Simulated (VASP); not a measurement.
# Yb (Im-3m) in VASP: notebook

Runs on Yb. Level: PBE. Tasks: relaxation of cell and atoms.

All numbers are computed with VASP 6.6.1; they aren't measurements. Logs are shortened: lines on timing, memory, paths and dates and some standing lists are left out, and cuts for length are marked.

### 1 The cell of the first run

It takes space group Im-3m (No. 229, cubic). The conventional cell has a = 3.075 Å, b = 3.075 Å, c = 3.075 Å, α = 90.00°, β = 90.00°, γ = 90.00°. Within 3.5 Å of Yb (site symmetry m-3m) lie 14 Yb at 2.66 to 3.07 Å.

### 2 Relaxation of cell and atoms, PBE, target pressure 84 GPa, at which the enthalpy is minimised

File INCAR:

```
SYSTEM = Yb
PREC     = Accurate       ! precision mode
ENCUT    = 600            ! plane-wave cutoff, eV
EDIFF    = 1E-6           ! SCF threshold, eV
ISMEAR   = -1             ! smearing method
SIGMA    = 0.08           ! smearing width, eV
LREAL    = .False.        ! projectors in reciprocal space
LASPH    = .True.         ! aspherical terms in the spheres
NELM     = 100            ! most SCF steps
ALGO     = Normal         ! electronic algorithm
ISIF     = 3              ! what is computed and relaxed
LWAVE    = .False.        ! write WAVECAR
LCHARG   = .False.        ! write CHGCAR
GGA      = PE             ! functional
IBRION   = 2              ! ionic algorithm
NSW      = 60             ! ionic steps
EDIFFG   = -0.005         ! ionic threshold
PSTRESS  = 840.0
```

File KPOINTS:

```
Automatic mesh
0
Gamma
  17 17 17
  0 0 0
```

File POSCAR:

```
Yb
1.0
   -1.5373790241      1.5373790241      1.5373790241
    1.5373790241     -1.5373790241      1.5373790241
    1.5373790241      1.5373790241     -1.5373790241
Yb
1
Direct
    0.0000000000      0.0000000000      0.0000000000
```

Potentials or basis: VASP PAW PBE potentials, release 64 (Yb).

Command:

```sh
> cat potpaw_PBE.64/Yb/POTCAR > POTCAR
> mpirun -np 1 vasp_std > vasp.out
```

OUTCAR:

```text
SYSTEM = Yb
   PREC = Accurate
   ENCUT = 600
   EDIFF = 1E-6
   ISMEAR = -1
   LREAL = .False.
   LASPH = .True.
   NELM = 100
   ISIF = 3
   GGA = PE
   IBRION = 2
   NSW = 60
   EDIFFG = -0.005
   PSTRESS = 840.0

 ion  position               nearest neighbor table
   1  0.000  0.000  0.000-

  LATTYP: Found a body centered cubic cell.
 ALAT       =     3.0747580482

  Lattice vectors:

 A1 = (  -1.5373790241,   1.5373790241,   1.5373790241)
 A2 = (   1.5373790241,  -1.5373790241,   1.5373790241)
 A3 = (   1.5373790241,   1.5373790241,  -1.5373790241)

Analysis of symmetry for initial positions (statically):
=====================================================================
 Subroutine PRICEL returns:
 Original cell was already a primitive cell.

 Routine SETGRP: Setting up the symmetry group for a
 body centered cubic supercell.

 Subroutine GETGRP returns: Found 48 space group operations
 (whereof 48 operations were pure point group operations)
 out of a pool of 48 trial point group operations.

The static configuration has the point symmetry O_h .

Analysis of symmetry for dynamics (positions and initial velocities):
=====================================================================
 Subroutine PRICEL returns:
 Original cell was already a primitive cell.

 Routine SETGRP: Setting up the symmetry group for a
 body centered cubic supercell.

 Subroutine GETGRP returns: Found 48 space group operations
 (whereof 48 operations were pure point group operations)
 out of a pool of 48 trial point group operations.

The dynamic configuration has the point symmetry O_h .

 Subroutine INISYM returns: Found 48 space group operations
 (whereof 48 operations are pure point group operations),
 and found     1 'primitive' translations

----------------------------------------------------------------------------------------

                                     Primitive cell

  volume of cell :      14.5346

  direct lattice vectors                    reciprocal lattice vectors
    -1.537379024  1.537379024  1.537379024     0.000000000  0.325228842  0.325228842
     1.537379024 -1.537379024  1.537379024     0.325228842  0.000000000  0.325228842
     1.537379024  1.537379024 -1.537379024     0.325228842  0.325228842  0.000000000

  length of vectors
     2.662818580  2.662818580  2.662818580     0.459943039  0.459943039  0.459943039

  position of ions in fractional coordinates (direct lattice)
     0.000000000  0.000000000  0.000000000

  ion indices of the primitive-cell ions
   primitive index   ion index
                 1           1

----------------------------------------------------------------------------------------

 KPOINTS: Automatic mesh

Automatic generation of k-mesh.
 Grid dimensions read from file:
 generate k-points for:   17   17   17

 Generating k-lattice:

  Cartesian coordinates                     Fractional coordinates (reciprocal lattice)
     0.000000000  0.019131108  0.019131108     0.058823529  0.000000000  0.000000000
     0.019131108  0.000000000  0.019131108     0.000000000  0.058823529  0.000000000
     0.019131108  0.019131108  0.000000000     0.000000000  0.000000000  0.058823529

  Length of vectors
     0.027055473  0.027055473  0.027055473

  Shift w.r.t. Gamma in fractional coordinates (k-lattice)
     0.000000000  0.000000000  0.000000000

 Subroutine IBZKPT returns following result:
 ===========================================

 Found    165 irreducible k-points:

 Following reciprocal coordinates:
            Coordinates               Weight
  0.000000  0.000000  0.000000      1.000000
  0.058824  0.000000  0.000000     12.000000
  0.117647  0.000000  0.000000     12.000000
  0.176471  0.000000  0.000000     12.000000
  0.235294  0.000000  0.000000     12.000000
  0.294118  0.000000  0.000000     12.000000
[... 16 lines left out ...]
  0.411765  0.117647  0.000000     48.000000
  0.176471  0.176471  0.000000     24.000000
 [... further k-points ...]
   k-points           NKPTS =    165   k-points in BZ     NKDIM =    165   number of bands    NBANDS=     16
   number of dos      NEDOS =    301   number of ions     NIONS =      1
   total plane-waves  NPLWV =  13824
   dimension x,y,z NGX =    24 NGY =   24 NGZ =   24
   dimension x,y,z NGXF=    48 NGYF=   48 NGZF=   48
   ions per type =               1
   NGX,Y,Z   is equivalent  to a cutoff of  14.98, 14.98, 14.98 a.u.
   NGXF,Y,Z  is equivalent  to a cutoff of  29.97, 29.97, 29.97 a.u.
 SYSTEM =  Yb
   PREC   = accura    normal or accurate (medium, high low for compatibility)
   ISTART =      0    job   : 0-new  1-cont  2-samecut
   ICHARG =      2    charge: 1-file 2-atom 10-const
   ISPIN  =      1    spin polarized calculation?
   LNONCOLLINEAR =      F non collinear calculations
   LSORBIT =      F    spin-orbit coupling
   LASPH  =      T    aspherical Exc in radial PAW
   ENCUT  =  600.0 eV  44.10 Ry    6.64 a.u.   5.32  5.32  5.32*2*pi/ulx,y,z
   NELM   =    100;   NELMIN=  2; NELMDL= -5     # of ELM steps
   EDIFF  = 0.1E-05   stopping-criterion for ELM
   LREAL  =      F    real-space projection
   EDIFFG = -.5E-02   stopping-criterion for IOM
   NSW    =     60    number of steps for IOM
   IBRION =      2    ionic relax: 0-MD 1-quasi-New 2-CG
   NFREE  =      1    steps in history (QN), initial steepest desc. (CG)
   ISIF   =      3    stress and relaxation
   ISYM   =      2    0-nonsym 1-usesym 2-fastsym
   POTIM  = 0.5000    time-step for ionic-motion
   TEBEG  =    0.0;   TEEND  =   0.0 temperature during run
   PSTRESS=  840.0 pullay stress
   NELECT =      24.0000    total number of electrons
   NUPDOWN=      -1.0000    fix difference up-down
   EMIN   =  10.00;   EMAX   =-10.00  energy-range for DOS
   EFERMI =   0.00;   METHOD = LEGACY
   ISMEAR =    -1;   SIGMA  =   0.08  broadening in eV -4-tet -1-fermi 0-gaus
   EFERMI_NEDOS =   21; number of points for ismear=-14 and -15
   IALGO  =     38    algorithm
   IMIX   =      4    mixing-type and parameters
     AMIX     =   0.40;   BMIX     =  1.00
     AMIX_MAG =   1.60;   BMIX_MAG =  1.00
  volume/ion in A,a.u.               =      14.53        98.08
  Fermi-wavevector in a.u.,A,eV,Ry     =   1.934985  3.656592 50.942490  3.744167
  Thomas-Fermi vector in A             =   2.966147
   LORBIT       =      0    0 simple, 1 ext, 2 COOP (PROOUT), +10 PAW based schemes
   GGA     = PE    functional components
   LHFCALC =     F    Hartree Fock is set to
   AEXX    =    0.0000 exact exchange contribution
   IVDW    =     0    specifies the selected vdW correction
   LEPSILON=     F    determine dielectric tensor
   LRPA    =     F    only Hartree local field effects (RPA)
 conjugate gradient relaxation of ions
 non-spin polarized calculation
  energy-cutoff  :      600.00
  volume of cell :       14.53
 maximum number of plane-waves:       496
 NGX is ok and might be reduce to    24
   NGX = 11   NGY = 11   NGZ = 11

--------------------------------------- Ionic step        1  -------------------------------------------

 number of electron      23.9999999 magnetization

 Free energy of the ion-electron system (eV)
  ---------------------------------------------------
  ext. energy  EPLUGINS =         0.00000000
  ---------------------------------------------------
  free energy    TOTEN  =        -0.79878594 eV

  energy without entropy =       -0.77706128  energy(sigma->0) =       -0.78792361

------------------------ aborting loop because EDIFF is reached ----------------------------------------

  FORCE on cell =-STRESS in cart. coord.  units (eV):
  Direction    XX          YY          ZZ          XY          YZ          ZX
  --------------------------------------------------------------------------------------
  -------------------------------------------------------------------------------------
  Total        8.2245884      8.2245884      8.2245884      0.0000000      0.0000000     -0.0000000
  in kB      906.6129383    906.6129383    906.6129383      0.0000000      0.0000000     -0.0000000
  external PRESSURE =      66.6129383 kB  Pullay stress =     840.0000000 kB
[... 90 lines left out ...]
  FREE ENERGIE OF THE ION-ELECTRON SYSTEM (eV)
  ---------------------------------------------------
  free  energy   TOTEN  =        -1.0280128292 eV

  energy  without entropy=       -1.0072737568  energy(sigma->0) =       -1.01764329

  enthalpy is  TOTEN    =         6.8137608782 eV   P V=        7.8417737074

[... ionic steps 4 to 8 ...]

--------------------------------------- Ionic step        9  -------------------------------------------

 number of electron      23.9999994 magnetization

------------------------ aborting loop because EDIFF is reached ----------------------------------------

  FORCE on cell =-STRESS in cart. coord.  units (eV):
  Direction    XX          YY          ZZ          XY          YZ          ZX
  --------------------------------------------------------------------------------------
  -------------------------------------------------------------------------------------
  Total        7.4641639      7.4641639      7.4641639      0.0000000     -0.0000000      0.0000000
  in kB      799.9106239    799.9106239    799.9106239      0.0000000     -0.0000000      0.0000000
  external PRESSURE =     -40.0893761 kB  Pullay stress =     840.0000000 kB
[... 59 lines left out ...]
  enthalpy is  TOTEN    =         6.8136625966 eV   P V=        7.8252648029

--------------------------------------- Ionic step       11  -------------------------------------------

 number of electron      23.9999994 magnetization

 Free energy of the ion-electron system (eV)
  ---------------------------------------------------
  ext. energy  EPLUGINS =         0.00000000
  ---------------------------------------------------
  free energy    TOTEN  =        -1.01039023 eV

  energy without entropy =       -0.98960626  energy(sigma->0) =       -0.99999825

 E-fermi :   5.2495     XC(G=0): -14.2689

 val. band max:        5.2424665581   @ k =  -0.2941  -0.4706   0.0588
 cond. band min:       5.2592074900   @ k =  -0.3529  -0.4706   0.1176
 fundamental gap:      0.0167409319
 Fermi energy:         5.2494611601

 k-point     1 :       0.0000    0.0000    0.0000
  band No.  band energies     occupation
      1     -46.8271      2.00000
      2     -16.9468      2.00000
      3     -16.9468      2.00000
      4     -16.9468      2.00000
      5      -0.6261      2.00000
      6       3.8337      2.00000
[... 8 lines left out ...]
     15       8.9253      0.00000
     16      13.0634      0.00000
[... 420 lines left out ...]
  band No.  band energies     occupation
      1     -46.3923      2.00000
      2     -19.6738      2.00000
      3     -17.8627      2.00000
      4     -17.2551      2.00000
      5       3.1384      2.00000
      6       3.7484      2.00000
[... 8 lines left out ...]
     15      11.9427      0.00000
     16      14.8613      0.00000

 [... further k-points ...]
[... 5 lines left out ...]
  --------------------------------------------------------------------------------------
  -------------------------------------------------------------------------------------
  Total        7.8270780      7.8270780      7.8270780      0.0000000      0.0000000     -0.0000000
  in kB      840.3250486    840.3250486    840.3250486      0.0000000      0.0000000     -0.0000000
  external PRESSURE =       0.3250486 kB  Pullay stress =     840.0000000 kB
[... 16 lines left out ...]
  FREE ENERGIE OF THE ION-ELECTRON SYSTEM (eV)
  ---------------------------------------------------
  free  energy   TOTEN  =        -1.0103902333 eV

  energy  without entropy=       -0.9896062580  energy(sigma->0) =       -0.99999825

  enthalpy is  TOTEN    =         6.8136601733 eV   P V=        7.8240504066

 reached required accuracy - stopping structural energy minimisation
```

It took 4.8 min on 1 thread of Intel Xeon 6975P-C (Granite Rapids), shared host; peak memory 0.21 GiB.

Results:

```
Free energy                                            : -1.0104 eV
Relaxed volume                                         : 14.92 Å³/atom
Relaxed cell                                           : a = 2.686 Å, b = 2.686 Å, c = 2.686 Å, α = 109.47°, β = 109.47°, γ = 109.47°
Space group after relaxing (to 0.05 Å)                 : Im-3m (No. 229)
Energy change on relaxing (the enthalpy is what falls) : -211.6 meV/atom
Ionic steps                                            : 11
Pressure after relaxing                                : 84.0 GPa
Band gap on the k mesh                                 : zero (band 12 reaches 6.85 eV, above the bottom of band 13 at 4.59 eV)
```

Step by step:
```
step  energy change (eV)  largest force (eV/Å)  pressure (GPa)  volume (Å³)
   1              0.0000                0.0000           90.66        14.53
   2             -0.6501                0.0000           67.63        15.84
   3             -0.2292                0.0000           85.03        14.96
   4             -0.2544                0.0000           83.70        15.01
   5             -0.2487                0.0000           82.54        14.99
   6             -0.2373                0.0000           82.64        14.97
   7             -0.1112                0.0000           87.05        14.73
   8             -0.2049                0.0000           86.45        14.91
   9             -0.2257                0.0000           79.99        14.95
  10             -0.2128                0.0000           83.56        14.93
  11             -0.2116                0.0000           84.03        14.92
```

Final structure:
```cif
data_structure
_symmetry_space_group_name_H-M 'P 1'
_symmetry_Int_Tables_number 1
_cell_length_a 2.6863
_cell_length_b 2.6863
_cell_length_c 2.6863
_cell_angle_alpha 109.471
_cell_angle_beta 109.471
_cell_angle_gamma 109.471
_cell_volume 14.92
loop_
_atom_site_label
_atom_site_type_symbol
_atom_site_fract_x
_atom_site_fract_y
_atom_site_fract_z
_atom_site_occupancy
Yb1 Yb 0.00000 0.00000 0.00000 1
```

Caveat: the cell is relaxed towards a set pressure, so the enthalpy falls and the energy may rise; the electronic state changed during the relaxation; spin-orbit coupling is left out, which moves the levels of the heavy elements. Spin polarisation is off, so any magnetic state and its effect on volume and gap are missing.

### 3 Relaxation of cell and atoms, PBE, target pressure 84 GPa, at which the enthalpy is minimised

This run uses another cell than the first one, of 14.84 Å³/atom, 1.021 times its volume.

File INCAR:

```
SYSTEM = Yb
ALGO     = Normal         ! electronic algorithm
EDIFF    = 1E-6           ! SCF threshold, eV
EDIFFG   = -0.005         ! ionic threshold
ENCUT    = 600            ! plane-wave cutoff, eV
GGA      = PE             ! functional
IBRION   = 2              ! ionic algorithm
ISIF     = 3              ! what is computed and relaxed
ISMEAR   = -1             ! smearing method
LASPH    = .True.         ! aspherical terms in the spheres
LCHARG   = .False.        ! write CHGCAR
LREAL    = .False.        ! projectors in reciprocal space
LWAVE    = .False.        ! write WAVECAR
NELM     = 60             ! most SCF steps
NSW      = 32             ! ionic steps
PREC     = Accurate       ! precision mode
PSTRESS  = 840.0        
SIGMA    = 0.08           ! smearing width, eV
```

File KPOINTS:

```
k-points
0
Gamma
  17 17 17
  0 0 0
```

File POSCAR:

```
Yb
1.0
   -1.5479024080      1.5479024080      1.5479024080
    1.5479024080     -1.5479024080      1.5479024080
    1.5479024080      1.5479024080     -1.5479024080
Yb
1
Direct
    0.0000000000      0.0000000000      0.0000000000
```

Potentials or basis: VASP PAW PBE potentials, release 64 (Yb).

Command:

```sh
> cat potpaw_PBE.64/Yb/POTCAR > POTCAR
> mpirun -np 1 vasp_std > vasp.out
```

Run time: 6.4 min. Hardware: 1 thread of Intel Xeon 6975P-C (Granite Rapids), shared host; peak memory 0.22 GiB.

It converged, with:

| Item | Value |
| --- | --- |
| Free energy | -0.9926 eV |
| Relaxed volume | 14.89 Å³/atom |
| Relaxed cell | a = 2.684 Å, b = 2.684 Å, c = 2.684 Å, α = 109.47°, β = 109.47°, γ = 109.47° |
| Space group after relaxing (to 0.05 Å) | Im-3m (No. 229) |
| Energy change on relaxing (the enthalpy is what falls) | -28.5 meV/atom |
| Ionic steps | 20 |
| Pressure after relaxing | 84.0 GPa |
| Band gap on the k mesh | zero (band 12 reaches 6.87 eV, above the bottom of band 13 at 4.60 eV) |

The path:
```csv
step,energy change (eV),largest force (eV/Å),pressure (GPa),volume (Å³)
1,0.0000,0.0000,85.83,14.84
2,-0.1882,0.0000,77.90,15.20
3,-0.0548,0.0000,84.92,14.94
4,-0.0723,0.0000,82.22,14.97
5,-0.0607,0.0000,83.10,14.95
6,-0.0578,0.0000,83.59,14.94
7,-0.0563,0.0000,83.82,14.94
8,-0.0399,0.0000,84.07,14.91
9,-0.0407,0.0000,83.72,14.91
10,-0.0402,0.0000,84.28,14.91
11,-0.0509,0.0000,84.27,14.93
12,-0.0827,0.0000,82.56,14.99
13,-0.0560,0.0000,84.13,14.94
14,-0.0601,0.0000,83.28,14.95
15,-0.0566,0.0000,83.68,14.94
16,-0.0464,0.0000,83.54,14.92
17,-0.0155,0.0000,85.49,14.86
18,-0.0391,0.0000,83.19,14.91
19,-0.0273,0.0000,84.10,14.89
20,-0.0285,0.0000,83.99,14.89
```

Final structure:
```
Yb
1.0
    -1.54977    1.54977    1.54977
     1.54977   -1.54977    1.54977
     1.54977    1.54977   -1.54977
Yb
1
Direct
  0.00000 0.00000 0.00000
```

Levels at points of the mesh, in eV from the Fermi level:
```tsv
k point	band 9	band 10	band 11	band 12	band 13	band 14	band 15	band 16
(0.00, 0.00, 0.00)	-0.73	-0.73	-0.73	-0.57	3.68	3.68	3.68	7.82
```

Caveat: the cell is relaxed towards a set pressure, so the enthalpy falls and the energy may rise; spin-orbit coupling is left out, which moves the levels of the heavy elements.
